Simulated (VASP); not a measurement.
Here is a VASP 6.6.1 calculation.

Contents of INCAR:

```
SYSTEM = HC16
PREC = Accurate
ENCUT = 520
EDIFF = 1E-6
ISMEAR = 0
SIGMA = 0.02
LREAL = Auto
LASPH = .TRUE.
NELM = 60
ALGO = Normal
ISIF = 2
LWAVE = .FALSE.
LCHARG = .FALSE.
GGA = PS
NELECT = 64.0
NBANDS = 46
```

KPOINTS

```
regular mesh
0
G
  3 3 3
  0 0 0
```

POSCAR

```
HC16
1.0
    0.0000000000      3.5700000000      3.5700000000
    3.5700000000      0.0000000000      3.5700000000
    3.5700000000      3.5700000000      0.0000000000
C H
16 1
Direct
   -0.0004253501     -0.0035116246      0.0152953782
    0.1308399160      0.1209942577      0.1293334734
   -0.0110505602     -0.0088889356      0.4940855742
    0.1350745098      0.1311649860      0.6343711485
   -0.0016001401      0.4933261905      0.0070191877
    0.1258116246      0.6182522409      0.1318228291
   -0.0067176471      0.4959739496      0.5041252101
    0.1246481793      0.6096347339      0.6288086835
    0.5039866947     -0.0064892157      0.0052836134
    0.6254967787      0.1220455182      0.1299306723
    0.5022441176     -0.0045365546      0.5037418768
    0.6220162465      0.1215047619      0.6299464986
    0.4994429972      0.4952768908      0.0057001401
    0.6247757703      0.6195376751      0.1299211485
    0.4987670868      0.4952785714      0.5031519608
    0.6201612045      0.6200345938      0.6317079832
    1.0644407563      0.8964833333     -0.2740992997
```

Potentials or basis: VASP PAW PBE potentials, release 64 (C, H).

Run with:

```bash
$ cat potpaw_PBE.64/C/POTCAR potpaw_PBE.64/H/POTCAR > POTCAR
$ mpirun -np 1 vasp_std > vasp.out
```

(1) Predict the largest force.

## Answers

(1) 0.033 eV/Å.

Caveat: the k points lie up to 0.51 Å⁻¹ apart; the cell carries a net charge on a neutralising background, which shifts energy and pressure; the PAW data sets were made with another functional, which shifts forces and pressure a little.
